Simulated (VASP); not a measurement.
The system is SrSi4.

```
Sr Si
1.0
     1.72854   -5.66649    0.00000
     1.72854    5.66649    0.00000
     0.00000    0.00000    3.59586
Sr Si
1 4
Direct
  0.50000 0.50000 0.00000
  0.09403 0.90597 0.50000
  0.90597 0.09403 0.50000
  0.19500 0.80500 0.00000
  0.80500 0.19500 0.00000
```

The cell was generated, and may not be a known phase.

* Program: VASP 6.6.1
* Task: relaxation of cell and atoms
* Functional: PBE
* Potentials or basis: VASP PAW PBE potentials, release 64 (Sr_sv, Si)
* Cutoff: 600 eV
* k mesh: 6 × 6 × 6
* Occupations: gaussian, width 0.1 eV
* Spin: no spin polarisation

At the start: pressure 68.5 GPa; volume 14.09 Å³/atom.

**Question.** How do energy, volume and symmetry change on relaxing?

**Answer.** Over 18 steps the energy falls by 1240.2 meV/atom and the volume is 21.77 Å³/atom (+54.5 %); space group Cmmm (No. 65, to 0.1 Å) before and after.

Step by step:
```
step  energy change (eV)  largest force (eV/Å)  pressure (GPa)  volume (Å³)
   1              0.0000                1.4466           68.49        70.44
   2             -3.5730                0.4289           -9.37       151.34
   3             -5.3818                0.0348           -0.10       107.35
   4             -5.3815                0.0203            0.35       106.51
   5             -5.5696                0.3648           -0.03       107.25
   6             -5.8405                1.1989            1.59       108.44
   7             -5.9413                0.9640           -0.11       111.51
   8             -5.9826                0.8880           -1.03       113.96
   9             -5.8563                2.1041           -2.35       118.75
  10             -5.9842                0.8557           -1.21       114.46
  11             -6.0894                0.5830           -1.47       113.92
  12             -6.1340                0.3559           -1.55       112.84
  13             -6.1447                0.4252           -1.61       113.18
  14             -6.1910                0.0981            0.11       109.18
  15             -6.1913                0.1230            0.25       108.90
  16             -6.2003                0.0519            0.08       108.68
  17             -6.2003                0.0517            0.08       108.68
  18             -6.2012                0.0288           -0.01       108.85
```

Final structure:
```
Sr Si
1.0
     2.40037   -5.72598    0.00000
     2.40037    5.72598    0.00000
     0.00000    0.00000    3.95962
Sr Si
1 4
Direct
  0.50000 0.50000 0.00000
  0.10076 0.89924 0.50000
  0.89924 0.10076 0.50000
  0.21609 0.78391 0.00000
  0.78391 0.21609 0.00000
```

Caveat: the volume moved by over 15 % at a fixed basis, so the end points are rough.
